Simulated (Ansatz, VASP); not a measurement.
# One calculation of YNbN3, two programs

```
Y Nb N
1.0
     5.46981    0.00000    0.00000
     0.00000    5.46981    0.00000
     0.00000    0.00000    4.19776
Y Nb N
2 2 6
Direct
  0.00000 0.50000 0.50000
  0.50000 0.00000 0.50000
  0.50000 0.50000 0.00000
  0.00000 0.00000 0.00000
  0.84307 0.34307 0.00000
  0.65693 0.84307 0.00000
  0.50000 0.50000 0.50000
  0.15693 0.65693 0.00000
  0.34307 0.15693 0.00000
  0.00000 0.00000 0.50000
```

Alike in both runs: functional PBE; k mesh 4 × 4 × 4; occupations gaussian, width 0.1 eV; no spin polarisation.

Ansatz relaxed the structure, and its values are those at the end. VASP's run is a single point on that final structure, the one shown.

|  | VASP | Ansatz |
| --- | --- | --- |
| version | VASP 6.6.1 | Ansatz 0.2.0 |
| potentials or method | VASP PAW PBE potentials, release 64 (Y_sv, Nb_sv, N), cutoff 520 eV | scalar-relativistic, plane waves, PAW |
| valence electrons in the cell | 78 | 78 |

VASP gave:

| Property | Result |
| --- | --- |
| gap on the k mesh at the Fermi level (eV) | none |
| pressure (GPa) | -0.3 |
| rms of the force components (eV/Å) | 0.004 |

Problem. Which values does Ansatz return?

Solution. gap on the k mesh at the Fermi level (eV): none; pressure (GPa): 0.0; rms of the force components (eV/Å): 0.001.

A gap of «none» marks a metal or a gap that the smearing closes.

The k mesh is coarse, so the values compare programs but aren't converged.
